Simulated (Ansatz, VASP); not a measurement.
## One calculation of HfN, two programs

INCAR

```
PREC = Accurate
ENCUT = 520
EDIFF = 1E-7
ISMEAR = 0
SIGMA = 0.15
LREAL = False
LASPH = True
NELM = 80
ALGO = Normal
ISIF = 2
LWAVE = False
LCHARG = False
GGA = CA
NBANDS = 14
```

The input KPOINTS:

```
Automatic mesh
0
Gamma
  18 18 18
```

The input POSCAR:

```
HfN
1.0
    0.0000000000      2.1892961657      2.2339756793
    2.1892961657      0.0000000000      2.2339756793
    2.1892961657      2.1892961657      0.0000000000
Hf N
1 1
Direct
   -0.0015807754      0.0015807754      0.0015807754
    0.5201434601      0.4798565399      0.4798565399
```

Input for Ansatz:

```yaml
crystal:
  lattice:
    - [0.0, 2.1892961657, 2.2339756793]
    - [2.1892961657, 0.0, 2.2339756793]
    - [2.1892961657, 2.1892961657, 0.0]
  atoms:
    - { symbol: Hf, position: [-0.0015807754, 0.0015807754, 0.0015807754] }
    - { symbol: "N", position: [0.5201434601, 0.4798565399, 0.4798565399] }
basis:
  ecutwfc: 520.0
kpoints:
  mp_grid: { grid: [18, 18, 18] }
hamiltonian:
  xc: lda
  pseudopotentials: { kind: paw, azcp: { folder: soft_1 } }
scf:
  occupations: { method: gaussian, width: 0.15 }
output:
  forces: true
  stress: true
  eigenvalues: true
```

Change from the starting cell: mode 4 frozen in at -0.090 Å, equal normal strain along x and y -0.0200.

Alike in both runs: task single point; functional LDA; k mesh 18 × 18 × 18; occupations gaussian, width 0.15 eV; no spin polarisation.

|  | VASP | Ansatz |
| --- | --- | --- |
| version | VASP 6.6.1 | Ansatz 0.2.0 |
| potentials or method | VASP PAW LDA potentials, release 64 (Hf_pv, N), cutoff 520 eV | scalar-relativistic, plane waves, PAW |
| valence electrons in the cell | 15 | 31 |

|  | VASP | Ansatz | Ansatz less VASP |
| --- | --- | --- | --- |
| gap on the k mesh at the Fermi level (eV) | none | none | - |
| pressure (GPa) | 14.1 | 15.2 | +1.04 |
| traceless stress, the component that is largest in VASP (GPa) | -10.28 | -10.19 | +0.084 |
| rms of the force components (eV/Å) | 0.889 | 0.876 | -0.0124 |

Ansatz warns that its potentials were made for another functional, while VASP's fit it. LDA's correlation is that of Perdew and Zunger in VASP and of Perdew and Wang (1992) in Ansatz. Atom by atom the forces differ by 0.012 eV/Å (rms over components). A gap of «none» marks a metal or a gap that the smearing closes. VASP's potentials hold 15 valence electrons a cell and Ansatz's 31, so a difference there can come from the potentials and not from the codes.

Neither program's run includes spin-orbit coupling.
